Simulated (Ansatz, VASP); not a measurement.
**WSe2 in VASP and in Ansatz**

The input INCAR:

```
SYSTEM = WSe2
  PREC = Accurate
  ENCUT = 450
  EDIFF = 1E-7
  ISMEAR = 0
  SIGMA = 0.01
  LREAL = .FALSE.
  LASPH = .TRUE.
  NELM = 120
  ALGO = Normal
  ISIF = 2
  LWAVE = .FALSE.
  LCHARG = .FALSE.
  GGA = PE
  IBRION = 2
  NSW = 100
  EDIFFG = -0.03
  GGA_COMPAT = .FALSE.
  NELMIN = 4
```

File KPOINTS:

```
Automatic mesh
0
G
  2 2 1
  0 0 0
```

POSCAR

```
WSe2
1.0
    6.4998547650      0.0000000550      0.0000000000
   -3.2499274300      5.6290393150      0.0000000000
    0.0000000000      0.0000000000     12.8261208300
W Se
8 16
Direct
    0.3333333350      0.1666666650      0.7500000000
    0.1666666650      0.3333333350      0.2500000000
    0.3333333350      0.6666666650      0.7500000000
    0.1666666650      0.8333333350      0.2500000000
    0.8333333350      0.1666666650      0.7500000000
    0.6666666650      0.3333333350      0.2500000000
    0.8333333350      0.6666666650      0.7500000000
    0.6666666650      0.8333333350      0.2500000000
    0.1666666650      0.3333333350      0.8799483400
    0.3333333350      0.1666666650      0.3799483400
    0.1666666650      0.3333333350      0.6200516600
    0.3333333350      0.1666666650      0.1200516600
    0.1666666650      0.8333333350      0.8799483400
    0.3333333350      0.6666666650      0.3799483400
    0.1666666650      0.8333333350      0.6200516600
    0.3333333350      0.6666666650      0.1200516600
    0.6666666650      0.3333333350      0.8799483400
    0.8333333350      0.1666666650      0.3799483400
    0.6666666650      0.3333333350      0.6200516600
    0.8333333350      0.1666666650      0.1200516600
    0.6666666650      0.8333333350      0.8799483400
    0.8333333350      0.6666666650      0.3799483400
    0.6666666650      0.8333333350      0.6200516600
    0.8333333350      0.6666666650      0.1200516600
```

Input for Ansatz:

```yaml
crystal:
  lattice:
    - [6.499854765, 5.5e-08, 0.0]
    - [-3.24992743, 5.629039315, 0.0]
    - [0.0, 0.0, 12.82612083]
  atoms:
    - { symbol: W, position: [0.333333335, 0.166666665, 0.75] }
    - { symbol: W, position: [0.166666665, 0.333333335, 0.25] }
    - { symbol: Se, position: [0.166666665, 0.333333335, 0.87994834] }
    - { symbol: Se, position: [0.333333335, 0.166666665, 0.37994834] }
    - { symbol: Se, position: [0.166666665, 0.333333335, 0.62005166] }
    - { symbol: Se, position: [0.333333335, 0.166666665, 0.12005166] }
    - { symbol: W, position: [0.333333335, 0.666666665, 0.75] }
    - { symbol: W, position: [0.166666665, 0.833333335, 0.25] }
    - { symbol: Se, position: [0.166666665, 0.833333335, 0.87994834] }
    - { symbol: Se, position: [0.333333335, 0.666666665, 0.37994834] }
    - { symbol: Se, position: [0.166666665, 0.833333335, 0.62005166] }
    - { symbol: Se, position: [0.333333335, 0.666666665, 0.12005166] }
    - { symbol: W, position: [0.833333335, 0.166666665, 0.75] }
    - { symbol: W, position: [0.666666665, 0.333333335, 0.25] }
    - { symbol: Se, position: [0.666666665, 0.333333335, 0.87994834] }
    - { symbol: Se, position: [0.833333335, 0.166666665, 0.37994834] }
    - { symbol: Se, position: [0.666666665, 0.333333335, 0.62005166] }
    - { symbol: Se, position: [0.833333335, 0.166666665, 0.12005166] }
    - { symbol: W, position: [0.833333335, 0.666666665, 0.75] }
    - { symbol: W, position: [0.666666665, 0.833333335, 0.25] }
    - { symbol: Se, position: [0.666666665, 0.833333335, 0.87994834] }
    - { symbol: Se, position: [0.833333335, 0.666666665, 0.37994834] }
    - { symbol: Se, position: [0.666666665, 0.833333335, 0.62005166] }
    - { symbol: Se, position: [0.833333335, 0.666666665, 0.12005166] }
basis:
  ecutwfc: 420.0
  ecutrho_ratio: 4
  xc_grid: 2
  fft_grid_basis: typed
  precision: f64
kpoints:
  mp_grid: { grid: [2, 2, 1] }
hamiltonian:
  pseudopotentials: { kind: paw, azcp: { folder: soft_1 } }
scf:
  max_iter: 80
  self_checks: high
  occupations: { method: fixed }
relax:
  f_tol: 0.03
  max_steps: 80
output:
  forces: true
checkpoint:
  write: "../host.relax.run"
  compress: false
  write_wavefunctions: true
  write_every: 100000
```

Alike in both runs: task relaxation of the atoms; functional PBE; k mesh 2 × 2 × 1; no spin polarisation.

```csv
,VASP,Ansatz
version,VASP 6.6.1,Ansatz 0.2.0
potentials or method,"VASP PAW PBE potentials, release 64 (W_sv, Se), cutoff 450 eV",plane-wave PAW DFT
occupations,"gaussian, width 0.01 eV",fixed
valence electrons in the cell,208,368
```

|  | VASP | Ansatz | Ansatz less VASP |
| --- | --- | --- | --- |
| gap on the k mesh at the Fermi level, each at its own relaxed structure (eV) | 1.31 | 1.32 | +0.006 |

VASP's potentials hold 208 valence electrons a cell and Ansatz's 368, so a difference there can come from the potentials and not from the codes.

The k mesh is coarse, so the values compare programs but aren't converged. Spin-orbit coupling is off throughout.
